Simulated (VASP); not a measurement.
Write the native input for VASP 6.6.1 that does the following.

```
Task                   : single point
Functional             : r2SCAN
Potentials or basis    : VASP PAW PBE potentials, release 64 (Ca_sv, O)
Cutoff                 : 520 eV
k mesh                 : 8 × 8 × 8
Occupations            : gaussian, width 0.01 eV
Spin                   : no spin polarisation
Dipole correction      : no
Further INCAR settings : ALGO = Normal; EDIFF = 1e-07; NBANDS = 15
```

Crystal: CaO.

```
CELL_PARAMETERS angstrom
3.01876 0.00000 0.00000
0.00000 3.01876 0.00000
0.00000 0.00000 3.01876
ATOMIC_POSITIONS crystal
Ca 0.00000 0.00000 0.00000
O 0.50000 0.50000 0.50000
```

This cell differs from its parent crystal: strain +4.0%.

One way to write it, as run:

POSCAR

```
CaO
1.0
    3.0187566816      0.0000000000      0.0000000000
    0.0000000000      3.0187566816      0.0000000000
    0.0000000000      0.0000000000      3.0187566816
Ca O
1 1
Direct
    0.0000000000      0.0000000000      0.0000000000
    0.5000000000      0.5000000000      0.5000000000
```

INCAR.step1

```
SYSTEM = CaO
PREC     = Accurate       ! precision mode
ENCUT    = 520            ! plane-wave cutoff, eV
ISMEAR   = 0              ! smearing method
SIGMA    = 0.01           ! smearing width, eV
LREAL    = .FALSE.        ! projectors in reciprocal space
LASPH    = .TRUE.         ! aspherical terms in the spheres
NELM     = 60             ! most SCF steps
NBANDS   = 15             ! bands
GGA      = PE             ! functional
ALGO     = Normal         ! electronic algorithm
EDIFF    = 1E-4           ! SCF threshold, eV
LWAVE    = .TRUE.         ! write WAVECAR
LCHARG   = .FALSE.        ! write CHGCAR
```

INCAR.step2

```
SYSTEM = CaO
PREC     = Accurate       ! precision mode
ENCUT    = 520            ! plane-wave cutoff, eV
EDIFF    = 1E-7           ! SCF threshold, eV
ISMEAR   = 0              ! smearing method
SIGMA    = 0.01           ! smearing width, eV
LREAL    = .FALSE.        ! projectors in reciprocal space
LASPH    = .TRUE.         ! aspherical terms in the spheres
NELM     = 60             ! most SCF steps
ALGO     = Normal         ! electronic algorithm
ISIF     = 2              ! what is computed and relaxed
LWAVE    = .FALSE.        ! write WAVECAR
LCHARG   = .FALSE.        ! write CHGCAR
METAGGA  = R2SCAN         ! meta-GGA
LMIXTAU  = .TRUE.       
NBANDS   = 15             ! bands
ISTART   = 1
```

KPOINTS

```
regular mesh
0
G
  8 8 8
  0 0 0
```

Potentials or basis: VASP PAW PBE potentials, release 64 (Ca_sv, O).

Run with:

```console
$ cat potpaw_PBE.64/Ca_sv/POTCAR potpaw_PBE.64/O/POTCAR > POTCAR
$ cp INCAR.step1 INCAR
$ mpirun -np 1 vasp_std > vasp.out
$ cp INCAR.step2 INCAR
$ mpirun -np 1 vasp_std > vasp.out
```

Results of the run:

```json
{"Pressure": "-10.5 GPa", "Band gap on the k mesh": "3.28 eV (least direct gap 3.60 eV)"}
```

Caveat: the cell differs from its parent crystal (strain +4.0%); the cell stands under tension; the structure was generated, so it needn't be the stable form of CaO; the PAW data sets were made with another functional, which shifts forces and pressure a little.

Run time: 26 s on 1 thread of Intel(R) Xeon(R) Platinum 8488C (Sapphire Rapids) (shared host), peak memory 0.14 GiB.
